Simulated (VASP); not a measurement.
# SiC (I-43d) in VASP: notebook

The runs below take SiC through single point, relaxation of cell and atoms, with PBE.

Everything below comes from runs of VASP 6.6.1. Logs are shortened: lines on timing, memory, paths and dates and some standing lists are left out, and cuts for length are marked.

### Step 1. The cell of the first run

Symmetry: I-43d, No. 220, cubic system. The conventional cell has a = 5.959 Å, b = 5.959 Å, c = 5.959 Å, α = 90.00°, β = 90.00°, γ = 90.00°. Within 2.4 Å of Si (site symmetry -4) lie 4 C at 1.82 Å. Within 2.4 Å of C (site symmetry -4) lie 4 Si at 1.82 Å.

The cell was built from a structure type or drawn by symmetry, and may not be a known phase.

### Step 2. Single point, PBE

The input, INCAR:

```
  ALGO = Normal
  EDIFF = 1E-7
  ENCUT = 520
  GGA = PE
  ISIF = 2
  ISMEAR = 0
  LASPH = T
  LCHARG = F
  LREAL = F
  LWAVE = F
  NBANDS = 36
  NELM = 60
  PREC = Accurate
  SIGMA = 0.1
```

The input, KPOINTS:

```
k-points
0
Gamma
  4 4 4
```

The input, POSCAR:

```
SiC
1.0
   -2.9793960200      2.9793960200      2.9793960200
    2.9793960200     -2.9793960200      2.9793960200
    2.9793960200      2.9793960200     -2.9793960200
Si C
6 6
Direct
    0.1250000000      0.7500000000      0.8750000000
    0.6250000000      0.3750000000      0.2500000000
    0.7500000000      0.8750000000      0.1250000000
    0.8750000000      0.1250000000      0.7500000000
    0.3750000000      0.2500000000      0.6250000000
    0.2500000000      0.6250000000      0.3750000000
    0.7500000000      0.3750000000      0.6250000000
    0.1250000000      0.8750000000      0.2500000000
    0.2500000000      0.1250000000      0.8750000000
    0.3750000000      0.6250000000      0.7500000000
    0.8750000000      0.2500000000      0.1250000000
    0.6250000000      0.7500000000      0.3750000000
```

Potentials or basis: VASP PAW PBE potentials, release 64 (Si, C).

Launch:

```console
cat potpaw_PBE.64/Si/POTCAR potpaw_PBE.64/C/POTCAR > POTCAR
mpirun -np 1 vasp_std > vasp.out
```

OUTCAR:

```text
EDIFF = 1E-7
   ENCUT = 520
   GGA = PE
   ISIF = 2
   ISMEAR = 0
   LASPH = T
   LREAL = F
   NELM = 60
   PREC = Accurate

 ion  position               nearest neighbor table
   1  0.125  0.750  0.875-   8 1.82   9 1.82  10 1.82   7 1.82   2 2.79   4 2.79   2 2.79   4 2.79
                             6 2.79   6 2.79   3 2.79   3 2.79
   2  0.625  0.375  0.250-   7 1.82  11 1.82  12 1.82   9 1.82   6 2.79   1 2.79   1 2.79   6 2.79
                             3 2.79   5 2.79   3 2.79   5 2.79
   3  0.750  0.875  0.125-   8 1.82  11 1.82  12 1.82  10 1.82   5 2.79   5 2.79   1 2.79   2 2.79
                             4 2.79   2 2.79   4 2.79   1 2.79
   4  0.875  0.125  0.750-   7 1.82   9 1.82  11 1.82  12 1.82   1 2.79   6 2.79   6 2.79   5 2.79
                             1 2.79   3 2.79   5 2.79   3 2.79
   5  0.375  0.250  0.625-   7 1.82   9 1.82  10 1.82   8 1.82   3 2.79   3 2.79   2 2.79   4 2.79
                             6 2.79   6 2.79   4 2.79   2 2.79
   6  0.250  0.625  0.375-   8 1.82  10 1.82  12 1.82  11 1.82   4 2.79   4 2.79   2 2.79   2 2.79
                             5 2.79   1 2.79   5 2.79   1 2.79
   7  0.750  0.375  0.625-   2 1.82   4 1.82   5 1.82   1 1.82
   8  0.125  0.875  0.250-   1 1.82   3 1.82   6 1.82   5 1.82
   9  0.250  0.125  0.875-   1 1.82   4 1.82   5 1.82   2 1.82
  10  0.375  0.625  0.750-   1 1.82   5 1.82   6 1.82   3 1.82
  11  0.875  0.250  0.125-   2 1.82   3 1.82   4 1.82   6 1.82
  12  0.625  0.750  0.375-   2 1.82   3 1.82   6 1.82   4 1.82

  LATTYP: Found a body centered cubic cell.
 ALAT       =     5.9587920400

  Lattice vectors:

 A1 = (  -2.9793960200,   2.9793960200,   2.9793960200)
 A2 = (   2.9793960200,  -2.9793960200,   2.9793960200)
 A3 = (   2.9793960200,   2.9793960200,  -2.9793960200)

Analysis of symmetry for initial positions (statically):
=====================================================================
 Subroutine PRICEL returns:
 Original cell was already a primitive cell.

 Routine SETGRP: Setting up the symmetry group for a
 body centered cubic supercell.

 Subroutine GETGRP returns: Found 24 space group operations
 (whereof  3 operations were pure point group operations)
 out of a pool of 48 trial point group operations.

The static configuration has the point symmetry C_3 .
 The point group associated with its full space group is T_d .

Analysis of symmetry for dynamics (positions and initial velocities):
=====================================================================
 Subroutine PRICEL returns:
 Original cell was already a primitive cell.

 Routine SETGRP: Setting up the symmetry group for a
[... 125 lines left out ...]
   ISMEAR =     0;   SIGMA  =   0.10  broadening in eV -4-tet -1-fermi 0-gaus
   EFERMI_NEDOS =   21; number of points for ismear=-14 and -15
   IALGO  =     38    algorithm
   IMIX   =      4    mixing-type and parameters
     AMIX     =   0.40;   BMIX     =  1.00
     AMIX_MAG =   1.60;   BMIX_MAG =  1.00
  volume/ion in A,a.u.               =       8.82        59.49
  Fermi-wavevector in a.u.,A,eV,Ry     =   1.257980  2.377237 21.531400  1.582513
  Thomas-Fermi vector in A             =   2.391612
   LORBIT       =      0    0 simple, 1 ext, 2 COOP (PROOUT), +10 PAW based schemes
   GGA     = PE    functional components
   LHFCALC =     F    Hartree Fock is set to
   AEXX    =    0.0000 exact exchange contribution
   IVDW    =     0    specifies the selected vdW correction
   LEPSILON=     F    determine dielectric tensor
   LRPA    =     F    only Hartree local field effects (RPA)
 non-spin polarized calculation
 Gauss-broadening in eV      SIGMA  =   0.10
  energy-cutoff  :      520.00
  volume of cell :      105.79
 maximum number of plane-waves:      2916
 NGX is ok and might be reduce to    40
   NGX = 19   NGY = 19   NGZ = 19

 number of electron      48.0000009 magnetization

 Free energy of the ion-electron system (eV)
  ---------------------------------------------------
  ext. energy  EPLUGINS =         0.00000000
  ---------------------------------------------------
  free energy    TOTEN  =       -82.15268175 eV

  energy without entropy =      -82.15186283  energy(sigma->0) =      -82.15227229

 E-fermi :  10.7252     XC(G=0): -12.1667

 val. band max:       10.5926524771   @ k =   0.0000   0.0000   0.0000
 cond. band min:      10.8194619778   @ k =   0.0000   0.0000   0.0000
 fundamental gap:      0.2268095007
 Fermi energy:        10.7252068590

 k-point     1 :       0.0000    0.0000    0.0000
  band No.  band energies     occupation
      1      -6.6642      2.00000
      2      -1.3234      2.00000
      3      -1.3234      2.00000
      4      -1.3234      2.00000
      5      -1.1272      2.00000
      6      -1.1272      2.00000
[... 301 lines left out ...]
     35      16.3679      0.00000
     36      16.3679      0.00000

------------------------ aborting loop because EDIFF is reached ----------------------------------------

  FORCE on cell =-STRESS in cart. coord.  units (eV):
  Direction    XX          YY          ZZ          XY          YZ          ZX
  --------------------------------------------------------------------------------------
  -------------------------------------------------------------------------------------
  Total       29.8113649     29.8113649     29.8113649      0.0000000      0.0000000     -0.0000000
  in kB      451.4896014    451.4896014    451.4896014      0.0000000      0.0000000     -0.0000000
  external PRESSURE =     451.4896014 kB  Pullay stress =       0.0000000 kB

 VOLUME and BASIS-vectors are now :
 -----------------------------------------------------------------------------
  energy-cutoff  :      520.00
  volume of cell :      105.79
      direct lattice vectors                 reciprocal lattice vectors
    -2.979396020  2.979396020  2.979396020     0.000000000  0.167819248  0.167819248
     2.979396020 -2.979396020  2.979396020     0.167819248  0.000000000  0.167819248
     2.979396020  2.979396020 -2.979396020     0.167819248  0.167819248  0.000000000

 POSITION                                       TOTAL-FORCE (eV/Angst)
 -----------------------------------------------------------------------------------
      4.46909      0.74485      0.00000         0.000000      0.000000     -0.000000
      0.00000      1.48970      2.23455         0.000000      0.000000      0.000000
      0.74485      0.00000      4.46909        -0.000000     -0.000000      0.000000
      0.00000      4.46909      0.74485        -0.000000     -0.000000      0.000000
      1.48970      2.23455      0.00000        -0.000000     -0.000000      0.000000
      2.23455      0.00000      1.48970        -0.000000      0.000000     -0.000000
      0.74485      2.97940      1.48970         0.000000      0.000000      0.000000
      2.97940     -1.48970      2.23455        -0.000000      0.000000      0.000000
      2.23455      2.97940     -1.48970         0.000000     -0.000000     -0.000000
      2.97940      1.48970      0.74485        -0.000000     -0.000000     -0.000000
     -1.48970      2.23455      2.97940        -0.000000      0.000000      0.000000
      1.48970      0.74485      2.97940         0.000000     -0.000000     -0.000000
 -----------------------------------------------------------------------------------
    total drift:                               -0.000000     -0.000000     -0.000000

  FREE ENERGIE OF THE ION-ELECTRON SYSTEM (eV)
  ---------------------------------------------------
  free  energy   TOTEN  =       -82.1526817496 eV

  energy  without entropy=      -82.1518628264  energy(sigma->0) =      -82.15227229
```

stdout:

```text
POSCAR found type information on POSCAR SiC
 POSCAR found :  2 types and      12 ions
 scaLAPACK will be used
 LDA part: xc-table for (Slater+PW92), standard interpolation
 POSCAR, INCAR and KPOINTS ok, starting setup
 FFT: planning ... GRIDC
 FFT: planning ... GRID_SOFT
 FFT: planning ... GRID
 WAVECAR not read
 entering main loop
```

Run time: 21 s. Hardware: 1 thread of Intel Xeon 6975P-C (Granite Rapids), shared host; peak memory 0.24 GiB.

Results:

```yaml
Free_energy: -82.1527 eV
Pressure: 45.1 GPa
Band_gap_on_the_k_mesh: 0.23 eV
```

Levels at points of the mesh, in eV from the valence-band top:
| k point | band 21 | band 22 | band 23 | band 24 | band 25 | band 26 | band 27 | band 28 |
| --- | --- | --- | --- | --- | --- | --- | --- | --- |
| (0.00, 0.00, 0.00) | -1.20 | 0.00 | 0.00 | 0.00 | 0.23 | 5.82 | 5.94 | 5.94 |
| (0.50, 0.00, 0.00) | -1.56 | -1.56 | -0.64 | -0.64 | 2.61 | 2.61 | 2.99 | 2.99 |
| (0.50, 0.50, 0.50) | -1.41 | -1.41 | -1.41 | -1.41 | 3.55 | 3.55 | 3.55 | 3.55 |

Caveat: the cell stands under pressure.

### Step 3. Single point, PBE

This run uses another cell than the first one, of 10.33 Å³/atom.

The input, INCAR:

```
PREC = Accurate ; ENCUT = 520
EDIFF = 1E-6 ; ISMEAR = 0
SIGMA = 0.1 ; LREAL = False
LASPH = True ; NELM = 80
ALGO = Normal ; ISIF = 2
LWAVE = False ; LCHARG = True
GGA = PE ; LELF = True
LVHAR = True ; NBANDS = 36
```

The input, KPOINTS:

```
Automatic mesh
0
Gamma
  4 4 4
```

POSCAR, as its differences from that of step 2:

```diff
@@ -2,5 +2,5 @@
 1.0
-   -2.9793960200      2.9793960200      2.9793960200
-    2.9793960200     -2.9793960200      2.9793960200
-    2.9793960200      2.9793960200     -2.9793960200
+   -3.1412620094      3.1412620094      3.1412620094
+    3.1412620094     -3.1412620094      3.1412620094
+    3.1412620094      3.1412620094     -3.1412620094
 Si C
```

Potentials or basis: VASP PAW PBE potentials, release 64 (Si, C).

Launch:

```console
cat potpaw_PBE.64/Si/POTCAR potpaw_PBE.64/C/POTCAR > POTCAR
mpirun -np 1 vasp_std > vasp.out
```

Run time: 20 s. Hardware: 1 thread of Intel Xeon 6975P-C (Granite Rapids), shared host; peak memory 0.24 GiB.

It converged, with:

* Free energy: -84.4114 eV
* Pressure: 0.0 GPa
* Band gap on the k mesh: 0.62 eV

Levels at points of the mesh, in eV from the valence-band top:
```tsv
k point	band 20	band 21	band 22	band 23	band 24	band 25	band 26	band 27	band 28	band 29
(0.00, 0.00, 0.00)	-1.00	-1.00	0.00	0.00	0.00	0.62	4.29	5.48	5.48	5.48
(0.50, 0.00, 0.00)	-2.09	-1.40	-1.40	-0.65	-0.65	2.65	2.65	2.85	2.85	5.50
(0.50, 0.50, 0.50)	-1.20	-1.20	-1.20	-1.20	-1.20	3.22	3.22	3.22	3.22	3.22
```

### Step 4. Single point, PBE

This run uses another cell than the first one, of 10.33 Å³/atom.

The input, INCAR:

```
  PREC = Accurate
  ENCUT = 520
  EDIFF = 1E-6
  ISMEAR = 0
  SIGMA = 0.02
  LREAL = False
  LASPH = True
  NELM = 100
  ALGO = Normal
  ISIF = 2
  LWAVE = False
  LCHARG = False
  GGA = PE
  NBANDS = 36
```

The input, KPOINTS:

```
Automatic mesh
0
Gamma
  6 6 6
```

POSCAR is that of step 3.

Potentials or basis: VASP PAW PBE potentials, release 64 (Si, C).

Launch:

```console
cat potpaw_PBE.64/Si/POTCAR potpaw_PBE.64/C/POTCAR > POTCAR
mpirun -np 1 vasp_std > vasp.out
```

OUTCAR:

```text
PREC = Accurate
   ENCUT = 520
   EDIFF = 1E-6
   ISMEAR = 0
   LREAL = False
   LASPH = True
   NELM = 100
   ISIF = 2
   GGA = PE

 ion  position               nearest neighbor table
   1  0.125  0.750  0.875-   7 1.92   9 1.92   8 1.92  10 1.92   3 2.94   6 2.94   3 2.94   6 2.94
                             4 2.94   4 2.94   2 2.94   2 2.94
   2  0.625  0.375  0.250-   7 1.92   9 1.92  11 1.92  12 1.92   6 2.94   1 2.94   3 2.94   5 2.94
                             6 2.94   5 2.94   3 2.94   1 2.94
   3  0.750  0.875  0.125-  11 1.92  12 1.92   8 1.92  10 1.92   5 2.94   1 2.94   5 2.94   1 2.94
                             4 2.94   2 2.94   2 2.94   4 2.94
   4  0.875  0.125  0.750-   7 1.92   9 1.92  11 1.92  12 1.92   1 2.94   6 2.94   1 2.94   3 2.94
                             5 2.94   3 2.94   5 2.94   6 2.94
   5  0.375  0.250  0.625-   7 1.92   9 1.92   8 1.92  10 1.92   3 2.94   6 2.94   6 2.94   3 2.94
                             2 2.94   4 2.94   4 2.94   2 2.94
   6  0.250  0.625  0.375-  11 1.92  12 1.92   8 1.92  10 1.92   1 2.94   5 2.94   5 2.94   1 2.94
                             2 2.94   4 2.94   2 2.94   4 2.94
   7  0.750  0.375  0.625-   1 1.92   5 1.92   4 1.92   2 1.92
   8  0.125  0.875  0.250-   1 1.92   3 1.92   5 1.92   6 1.92
   9  0.250  0.125  0.875-   1 1.92   5 1.92   4 1.92   2 1.92
  10  0.375  0.625  0.750-   1 1.92   3 1.92   5 1.92   6 1.92
  11  0.875  0.250  0.125-   3 1.92   6 1.92   4 1.92   2 1.92
  12  0.625  0.750  0.375-   3 1.92   6 1.92   4 1.92   2 1.92

  LATTYP: Found a body centered cubic cell.
 ALAT       =     6.2825240188

  Lattice vectors:

 A1 = (  -3.1412620094,   3.1412620094,   3.1412620094)
 A2 = (   3.1412620094,  -3.1412620094,   3.1412620094)
 A3 = (   3.1412620094,   3.1412620094,  -3.1412620094)

Analysis of symmetry for initial positions (statically):
=====================================================================
 Subroutine PRICEL returns:
 Original cell was already a primitive cell.

 Routine SETGRP: Setting up the symmetry group for a
 body centered cubic supercell.

[... 162 lines left out ...]
 non-spin polarized calculation
 Gauss-broadening in eV      SIGMA  =   0.02
  energy-cutoff  :      520.00
  volume of cell :      123.99
 maximum number of plane-waves:      3370
   NGX = 21   NGY = 21   NGZ = 21

 number of electron      47.9999998 magnetization

 Free energy of the ion-electron system (eV)
  ---------------------------------------------------
  ext. energy  EPLUGINS =         0.00000000
  ---------------------------------------------------
  free energy    TOTEN  =       -84.40918382 eV

  energy without entropy =      -84.40918382  energy(sigma->0) =      -84.40918382

 E-fermi :   8.6183     XC(G=0): -11.4645

 val. band max:        8.5349318115   @ k =   0.0000   0.0000   0.0000
 cond. band min:       9.1555953934   @ k =   0.0000   0.0000   0.0000
 fundamental gap:      0.6206635819
 Fermi energy:         8.6183461916

 k-point     1 :       0.0000    0.0000    0.0000
  band No.  band energies     occupation
      1      -7.2355      2.00000
      2      -2.6045      2.00000
      3      -2.6045      2.00000
      4      -2.6045      2.00000
      5      -2.5542      2.00000
      6      -2.5542      2.00000
[... 613 lines left out ...]
     35      13.6356      0.00000
     36      13.6357      0.00000

------------------------ aborting loop because EDIFF is reached ----------------------------------------

  FORCE on cell =-STRESS in cart. coord.  units (eV):
  Direction    XX          YY          ZZ          XY          YZ          ZX
  --------------------------------------------------------------------------------------
  -------------------------------------------------------------------------------------
  Total        0.0311591      0.0311591      0.0311591     -0.0000000     -0.0000000      0.0000000
  in kB        0.4026456      0.4026456      0.4026456     -0.0000000     -0.0000000      0.0000000
  external PRESSURE =       0.4026456 kB  Pullay stress =       0.0000000 kB

 VOLUME and BASIS-vectors are now :
 -----------------------------------------------------------------------------
  energy-cutoff  :      520.00
  volume of cell :      123.99
      direct lattice vectors                 reciprocal lattice vectors
    -3.141262009  3.141262009  3.141262009     0.000000000  0.159171695  0.159171695
     3.141262009 -3.141262009  3.141262009     0.159171695  0.000000000  0.159171695
     3.141262009  3.141262009 -3.141262009     0.159171695  0.159171695  0.000000000

 POSITION                                       TOTAL-FORCE (eV/Angst)
 -----------------------------------------------------------------------------------
      4.71189      0.78532      0.00000        -0.000000     -0.000000      0.000000
      0.00000      1.57063      2.35595         0.000000     -0.000000      0.000000
      0.78532      0.00000      4.71189         0.000000     -0.000000     -0.000000
      0.00000      4.71189      0.78532        -0.000000     -0.000000     -0.000000
      1.57063      2.35595      0.00000         0.000000     -0.000000      0.000000
      2.35595      0.00000      1.57063        -0.000000      0.000000      0.000000
      0.78532      3.14126      1.57063         0.000000      0.000000     -0.000000
      3.14126     -1.57063      2.35595        -0.000000      0.000000     -0.000000
      2.35595      3.14126     -1.57063         0.000000     -0.000000      0.000000
      3.14126      1.57063      0.78532         0.000000     -0.000000      0.000000
     -1.57063      2.35595      3.14126         0.000000      0.000000      0.000000
      1.57063      0.78532      3.14126        -0.000000      0.000000     -0.000000
 -----------------------------------------------------------------------------------
    total drift:                                0.000000      0.000000      0.000000

  FREE ENERGIE OF THE ION-ELECTRON SYSTEM (eV)
  ---------------------------------------------------
  free  energy   TOTEN  =       -84.4091838216 eV

  energy  without entropy=      -84.4091838216  energy(sigma->0) =      -84.40918382
```

OSZICAR:

```text
N       E                     dE             d eps       ncg     rms          rms(c)
DAV:   1     0.123879139666E+03    0.12388E+03   -0.21906E+04  1152   0.121E+03
DAV:   2    -0.820617281883E+02   -0.20594E+03   -0.19006E+03  1460   0.209E+02
DAV:   3    -0.943680938994E+02   -0.12306E+02   -0.12159E+02  1452   0.474E+01
DAV:   4    -0.945713098306E+02   -0.20322E+00   -0.20224E+00  1472   0.685E+00
DAV:   5    -0.945755227438E+02   -0.42129E-02   -0.42094E-02  1412   0.924E-01    0.204E+01
DAV:   6    -0.845459253036E+02    0.10030E+02   -0.29513E+01  1360   0.204E+01    0.896E+00
DAV:   7    -0.844716305258E+02    0.74295E-01   -0.21867E+00  1544   0.597E+00    0.408E+00
DAV:   8    -0.844137741746E+02    0.57856E-01   -0.12973E-01  1384   0.156E+00    0.107E+00
DAV:   9    -0.844087791619E+02    0.49950E-02   -0.15844E-02  1408   0.593E-01    0.205E-01
DAV:  10    -0.844091751014E+02   -0.39594E-03   -0.23944E-03  1408   0.205E-01    0.965E-02
DAV:  11    -0.844091818344E+02   -0.67330E-05   -0.31083E-04  1400   0.809E-02    0.249E-02
DAV:  12    -0.844091830924E+02   -0.12580E-05   -0.17098E-05  1436   0.193E-02    0.926E-03
DAV:  13    -0.844091838216E+02   -0.72918E-06   -0.73853E-07   848   0.424E-03
   1 F= -.84409184E+02 E0= -.84409184E+02  d E =-.437118E-11
```

It took 35 s on 1 thread of Intel Xeon 6975P-C (Granite Rapids), shared host; peak memory 0.24 GiB.

Results:

| Quantity | Value |
| --- | --- |
| Free energy | -84.4092 eV |
| Pressure | 0.0 GPa |
| Band gap on the k mesh | 0.62 eV |

(Part 1 of 2 ends here.)
